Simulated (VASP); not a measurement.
# Al3Cu (P4/mmm) in VASP: single point with LDA

Aim: the single point of Al3Cu with LDA.

Program: VASP 6.6.1. These are calculated values, not measurements. Logs are shortened: lines on timing, memory, paths and dates and some standing lists are left out, and cuts for length are marked.

### 1 The cell of the first run

Symmetry: P4/mmm, No. 123, tetragonal system. Conventional cell: a = 2.755 Å, b = 2.755 Å, c = 7.530 Å, α = 90.00°, β = 90.00°, γ = 90.00°. Within 3.6 Å of Al (site symmetry 4/mmm) lie 12 Al at 2.76 to 2.87 Å. Within 3.4 Å of Al (site symmetry 4mm) lie 4 Cu at 2.55 Å and 9 Al at 2.76 to 3.30 Å. Within 3.4 Å of Cu (site symmetry 4/mmm) lie 8 Al at 2.55 Å and 4 Cu at 2.76 Å.

### 2 Single point, LDA

INCAR

```
  PREC = Accurate
  ENCUT = 520
  EDIFF = 1E-7
  ISMEAR = 0
  SIGMA = 0.15
  LREAL = False
  LASPH = True
  NELM = 100
  ALGO = Fast
  ISIF = 2
  LWAVE = False
  LCHARG = False
  NBANDS = 30
```

KPOINTS

```
Automatic mesh
0
Gamma
  12 6 6
```

POSCAR

```
Al3Cu
1.0
    2.7552449650      0.0000000000      0.0000000000
    0.0000000000      5.5104899299      0.0000000000
    0.0000000000      0.0000000000      7.5301859026
Al Cu
6 2
Direct
    0.0000000000      0.0000000000      0.5000000000
    0.0000000000      0.5000000000      0.5000000000
    0.5000000000      0.2500000000      0.2194415337
    0.5000000000      0.7500000000      0.2194415337
    0.5000000000      0.2500000000      0.7805584663
    0.5000000000      0.7500000000      0.7805584663
    0.0000000000      0.5000000000      0.0000000000
    0.0000000000      0.0000000000      0.0000000000
```

Potentials or basis: VASP PAW LDA potentials, release 64 (Al, Cu).

Command:

```sh
> cat potpaw_LDA.64/Al/POTCAR potpaw_LDA.64/Cu/POTCAR > POTCAR
> mpirun -np 1 vasp_std > vasp.out
```

OUTCAR:

```text
PREC = Accurate
   ENCUT = 520
   EDIFF = 1E-7
   ISMEAR = 0
   LREAL = False
   LASPH = True
   NELM = 100
   ISIF = 2

 ion  position               nearest neighbor table
   1  0.000  0.000  0.500-   2 2.76   2 2.76   4 2.87   5 2.87   6 2.87   3 2.87   3 2.87   4 2.87
                             5 2.87   6 2.87
   2  0.000  0.500  0.500-   1 2.76   1 2.76   4 2.87   5 2.87   6 2.87   3 2.87   3 2.87   4 2.87
                             5 2.87   6 2.87
   3  0.500  0.250  0.219-   7 2.55   8 2.55   7 2.55   8 2.55   4 2.76   4 2.76   1 2.87   2 2.87
                             1 2.87   2 2.87   5 3.30
   4  0.500  0.750  0.219-   7 2.55   8 2.55   7 2.55   8 2.55   3 2.76   3 2.76   1 2.87   2 2.87
                             1 2.87   2 2.87   6 3.30
   5  0.500  0.250  0.781-   7 2.55   8 2.55   7 2.55   8 2.55   6 2.76   6 2.76   1 2.87   2 2.87
                             1 2.87   2 2.87   3 3.30
   6  0.500  0.750  0.781-   7 2.55   8 2.55   7 2.55   8 2.55   5 2.76   5 2.76   1 2.87   2 2.87
                             1 2.87   2 2.87   4 3.30
   7  0.000  0.500  0.000-   3 2.55   4 2.55   5 2.55   6 2.55   3 2.55   4 2.55   5 2.55   6 2.55
                             8 2.76   8 2.76
   8  0.000  0.000  0.000-   3 2.55   4 2.55   5 2.55   6 2.55   3 2.55   4 2.55   5 2.55   6 2.55
                             7 2.76   7 2.76

  LATTYP: Found a simple orthorhombic cell.
 ALAT       =     2.7552449650
 B/A-ratio  =     2.0000000000
 C/A-ratio  =     2.7330368073

  Lattice vectors:

 A1 = (   2.7552449650,   0.0000000000,   0.0000000000)
 A2 = (   0.0000000000,   5.5104899299,   0.0000000000)
 A3 = (   0.0000000000,   0.0000000000,   7.5301859026)

Analysis of symmetry for initial positions (statically):
=====================================================================
 Subroutine PRICEL returns following result:

  LATTYP: Found a simple tetragonal cell.
 ALAT       =     2.7552449650
 C/A-ratio  =     2.7330368073

  Lattice vectors:

 A1 = (   2.7552449650,   0.0000000000,   0.0000000000)
 A2 = (   0.0000000000,   2.7552449650,   0.0000000000)
 A3 = (   0.0000000000,   0.0000000000,   7.5301859026)

   2 primitive cells build up your supercell.

 Routine SETGRP: Setting up the symmetry group for a
 simple orthorhombic supercell.

 Subroutine GETGRP returns: Found  8 space group operations
 (whereof  8 operations were pure point group operations)
 out of a pool of  8 trial point group operations.

The static configuration has the point symmetry D_2h.

Analysis of symmetry for dynamics (positions and initial velocities):
=====================================================================
 Subroutine PRICEL returns following result:

  LATTYP: Found a simple tetragonal cell.
 ALAT       =     2.7552449650
 C/A-ratio  =     2.7330368073

  Lattice vectors:

 A1 = (   2.7552449650,   0.0000000000,   0.0000000000)
 A2 = (   0.0000000000,   2.7552449650,   0.0000000000)
 A3 = (   0.0000000000,   0.0000000000,   7.5301859026)

   2 primitive cells build up your supercell.

 Routine SETGRP: Setting up the symmetry group for a
 simple orthorhombic supercell.

 Subroutine GETGRP returns: Found  8 space group operations
 (whereof  8 operations were pure point group operations)
 out of a pool of  8 trial point group operations.

The dynamic configuration has the point symmetry D_2h.

 Subroutine INISYM returns: Found  8 space group operations
 (whereof  8 operations are pure point group operations),
 and found     2 'primitive' translations

----------------------------------------------------------------------------------------

                                     Primitive cell

  volume of cell :      57.1645

  direct lattice vectors                    reciprocal lattice vectors
     2.755244965  0.000000000  0.000000000     0.362944135  0.000000000  0.000000000
     0.000000000  2.755244965  0.000000000     0.000000000  0.362944135  0.000000000
     0.000000000  0.000000000  7.530185903     0.000000000  0.000000000  0.132798846

  length of vectors
     2.755244965  2.755244965  7.530185903     0.362944135  0.362944135  0.132798846

  position of ions in fractional coordinates (direct lattice)
     0.000000000  0.000000000  0.500000000
     0.500000000  0.500000000  0.219441534
     0.500000000  0.500000000  0.780558466
     0.000000000  0.000000000  0.000000000

  ion indices of the primitive-cell ions
   primitive index   ion index
                 1           1
                 2           3
                 3           5
                 4           8

----------------------------------------------------------------------------------------

 KPOINTS: Automatic mesh

Automatic generation of k-mesh.
 Grid dimensions read from file:
 generate k-points for:   12    6    6

 Generating k-lattice:

  Cartesian coordinates                     Fractional coordinates (reciprocal lattice)
     0.030245345  0.000000000  0.000000000     0.083333333  0.000000000  0.000000000
     0.000000000  0.030245345  0.000000000     0.000000000  0.166666667  0.000000000
     0.000000000  0.000000000  0.022133141     0.000000000  0.000000000  0.166666667

  Length of vectors
     0.030245345  0.030245345  0.022133141

  Shift w.r.t. Gamma in fractional coordinates (k-lattice)
     0.000000000  0.000000000  0.000000000

 Subroutine IBZKPT returns following result:
 ===========================================

 Found    112 irreducible k-points:

 Following reciprocal coordinates:
            Coordinates               Weight
  0.000000  0.000000  0.000000      1.000000
  0.083333  0.000000  0.000000      2.000000
  0.166667  0.000000  0.000000      2.000000
  0.250000  0.000000  0.000000      2.000000
  0.333333  0.000000  0.000000      2.000000
  0.416667  0.000000  0.000000      2.000000
[... 16 lines left out ...]
  0.083333  0.500000  0.000000      2.000000
  0.166667  0.500000  0.000000      2.000000
 [... further k-points ...]
   k-points           NKPTS =    112   k-points in BZ     NKDIM =    112   number of bands    NBANDS=     30
   number of dos      NEDOS =    301   number of ions     NIONS =      8
   total plane-waves  NPLWV =  47040
   dimension x,y,z NGX =    20 NGY =   42 NGZ =   56
   dimension x,y,z NGXF=    40 NGYF=   84 NGZF=  112
   ions per type =               6   2
   NGX,Y,Z   is equivalent  to a cutoff of  12.07, 12.67, 12.36 a.u.
   NGXF,Y,Z  is equivalent  to a cutoff of  24.14, 25.34, 24.73 a.u.
 SYSTEM =  unknown system
   PREC   = accura    normal or accurate (medium, high low for compatibility)
   ISTART =      0    job   : 0-new  1-cont  2-samecut
   ICHARG =      2    charge: 1-file 2-atom 10-const
   ISPIN  =      1    spin polarized calculation?
   LNONCOLLINEAR =      F non collinear calculations
   LSORBIT =      F    spin-orbit coupling
   LASPH  =      T    aspherical Exc in radial PAW
   ENCUT  =  520.0 eV  38.22 Ry    6.18 a.u.   5.12 10.25 14.00*2*pi/ulx,y,z
   NELM   =    100;   NELMIN=  2; NELMDL= -5     # of ELM steps
   EDIFF  = 0.1E-06   stopping-criterion for ELM
   LREAL  =      F    real-space projection
   EDIFFG = 0.1E-05   stopping-criterion for IOM
   NSW    =      0    number of steps for IOM
   IBRION =     -1    ionic relax: 0-MD 1-quasi-New 2-CG
   NFREE  =      0    steps in history (QN), initial steepest desc. (CG)
   ISIF   =      2    stress and relaxation
   ISYM   =      2    0-nonsym 1-usesym 2-fastsym
   POTIM  = 0.5000    time-step for ionic-motion
   TEBEG  =    0.0;   TEEND  =   0.0 temperature during run
   PSTRESS=    0.0 pullay stress
   NELECT =      40.0000    total number of electrons
   NUPDOWN=      -1.0000    fix difference up-down
   EMIN   =  10.00;   EMAX   =-10.00  energy-range for DOS
   EFERMI =   0.00;   METHOD = LEGACY
   ISMEAR =     0;   SIGMA  =   0.15  broadening in eV -4-tet -1-fermi 0-gaus
   EFERMI_NEDOS =   21; number of points for ismear=-14 and -15
   IALGO  =     68    algorithm
   IMIX   =      4    mixing-type and parameters
     AMIX     =   0.40;   BMIX     =  1.00
     AMIX_MAG =   1.60;   BMIX_MAG =  1.00
  volume/ion in A,a.u.               =      14.29        96.44
  Fermi-wavevector in a.u.,A,eV,Ry     =   1.153567  2.179925 18.105498  1.330717
  Thomas-Fermi vector in A             =   2.290210
   LORBIT       =      0    0 simple, 1 ext, 2 COOP (PROOUT), +10 PAW based schemes
   GGA     = CA    functional components
   LHFCALC =     F    Hartree Fock is set to
   AEXX    =    0.0000 exact exchange contribution
   IVDW    =     0    specifies the selected vdW correction
   LEPSILON=     F    determine dielectric tensor
   LRPA    =     F    only Hartree local field effects (RPA)
 non-spin polarized calculation
 RMM-DIIS sequential band-by-band and
 Gauss-broadening in eV      SIGMA  =   0.15
  energy-cutoff  :      520.00
  volume of cell :      114.33
 maximum number of plane-waves:      3120
   NGX = 11   NGY = 21   NGZ = 29

 number of electron      39.9999992 magnetization

 Free energy of the ion-electron system (eV)
  ---------------------------------------------------
  ext. energy  EPLUGINS =         0.00000000
  ---------------------------------------------------
  free energy    TOTEN  =       -35.35041817 eV

  energy without entropy =      -35.32090112  energy(sigma->0) =      -35.33565964

 E-fermi :   8.5793     XC(G=0): -11.1647

 val. band max:        8.5783575917   @ k =   0.3333   0.3333   0.3333
 cond. band min:       8.5869787647   @ k =   0.2500   0.5000   0.0000
 fundamental gap:      0.0086211730
 Fermi energy:         8.5792888983

 k-point     1 :       0.0000    0.0000    0.0000
  band No.  band energies     occupation
      1      -2.7978      2.00000
      2      -0.3272      2.00000
      3      -0.0898      2.00000
      4       1.7596      2.00000
      5       1.9969      2.00000
      6       2.6834      2.00000
[... 22 lines left out ...]
     29      16.5901      0.00000
     30      17.7555      0.00000
[... 728 lines left out ...]
  band No.  band energies     occupation
      1      -1.0448      2.00000
      2      -1.0448      2.00000
      3       1.1937      2.00000
      4       1.1937      2.00000
      5       1.6382      2.00000
      6       1.6382      2.00000
[... 22 lines left out ...]
     29      14.2302      0.00000
     30      14.2303      0.00000

 [... further k-points ...]

------------------------ aborting loop because EDIFF is reached ----------------------------------------

  FORCE on cell =-STRESS in cart. coord.  units (eV):
  Direction    XX          YY          ZZ          XY          YZ          ZX
  --------------------------------------------------------------------------------------
  -------------------------------------------------------------------------------------
  Total        0.4137345      0.4121951     -0.0293588     -0.0000000      0.0000000      0.0000000
  in kB        5.7979724      5.7764007     -0.4114271     -0.0000000      0.0000000      0.0000000
  external PRESSURE =       3.7209820 kB  Pullay stress =       0.0000000 kB

 VOLUME and BASIS-vectors are now :
 -----------------------------------------------------------------------------
  energy-cutoff  :      520.00
  volume of cell :      114.33
      direct lattice vectors                 reciprocal lattice vectors
     2.755244965  0.000000000  0.000000000     0.362944135  0.000000000  0.000000000
     0.000000000  5.510489930  0.000000000     0.000000000  0.181472067  0.000000000
     0.000000000  0.000000000  7.530185903     0.000000000  0.000000000  0.132798846

 POSITION                                       TOTAL-FORCE (eV/Angst)
 -----------------------------------------------------------------------------------
      0.00000      0.00000      3.76509         0.000000      0.000000      0.000000
      0.00000      2.75524      3.76509         0.000000      0.000000      0.000000
      1.37762      1.37762      1.65244        -0.000000     -0.000000      0.040810
      1.37762      4.13287      1.65244        -0.000000      0.000000      0.040810
      1.37762      1.37762      5.87775         0.000000      0.000000     -0.040810
      1.37762      4.13287      5.87775         0.000000      0.000000     -0.040810
      0.00000      2.75524      0.00000         0.000000     -0.000000      0.000000
      0.00000      0.00000      0.00000         0.000000      0.000000      0.000000
 -----------------------------------------------------------------------------------
    total drift:                               -0.000000      0.000000     -0.000000

  FREE ENERGIE OF THE ION-ELECTRON SYSTEM (eV)
  ---------------------------------------------------
  free  energy   TOTEN  =       -35.3504181676 eV

  energy  without entropy=      -35.3209011213  energy(sigma->0) =      -35.33565964
```

Run time: 17 min. Hardware: 1 thread of Intel Xeon 8259CL, shared host; peak memory 0.4 GiB.

Results:

| Quantity | Value |
| --- | --- |
| Free energy | -35.3504 eV |
| Pressure | 0.4 GPa |
| Largest force | 0.041 eV/Å |
| Band gap on the k mesh | zero (bands 20 and 21 overlap by 2.51 eV) |

Forces in eV/Å, atoms in the order of the input:
```
Al   0.000  0.000  0.000
Al   0.000  0.000  0.000
Al   0.000  0.000  0.041
Al   0.000  0.000  0.041
Al   0.000  0.000 -0.041
Al   0.000  0.000 -0.041
Cu   0.000  0.000  0.000
Cu   0.000  0.000  0.000
```

Levels at points of the mesh, in eV from the Fermi level:
| k point | band 16 | band 17 | band 18 | band 19 | band 20 | band 21 | band 22 | band 23 | band 24 | band 25 |
| --- | --- | --- | --- | --- | --- | --- | --- | --- | --- | --- |
| (0.00, 0.00, 0.00) | -3.74 | -3.43 | -2.41 | -1.99 | -1.83 | 0.49 | 2.67 | 3.97 | 3.98 | 5.17 |
| (0.50, 0.00, 0.00) | -2.55 | -2.41 | -1.99 | -0.40 | -0.36 | 0.10 | 0.10 | 0.56 | 0.56 | 0.77 |
| (0.00, 0.50, 0.00) | -3.69 | -0.48 | -0.48 | -0.36 | -0.36 | 1.40 | 1.40 | 2.05 | 2.05 | 2.61 |
| (0.50, 0.50, 0.00) | -2.68 | -2.37 | -2.37 | -1.64 | -1.64 | -1.60 | -1.60 | 4.08 | 4.08 | 4.23 |
| (0.00, 0.00, 0.50) | -3.67 | -3.43 | -2.74 | -1.07 | -1.03 | 0.06 | 0.82 | 4.09 | 5.65 | 6.48 |
| (0.50, 0.00, 0.50) | -1.90 | -1.62 | -1.62 | -1.07 | -1.03 | -0.50 | -0.44 | 0.06 | 0.63 | 0.82 |
| (0.00, 0.50, 0.50) | -3.45 | -3.30 | -3.30 | 0.04 | 0.04 | 0.71 | 0.71 | 5.01 | 5.01 | 5.19 |
| (0.50, 0.50, 0.50) | -3.52 | -2.59 | -2.59 | 0.34 | 0.34 | 0.41 | 0.41 | 0.93 | 0.93 | 1.60 |
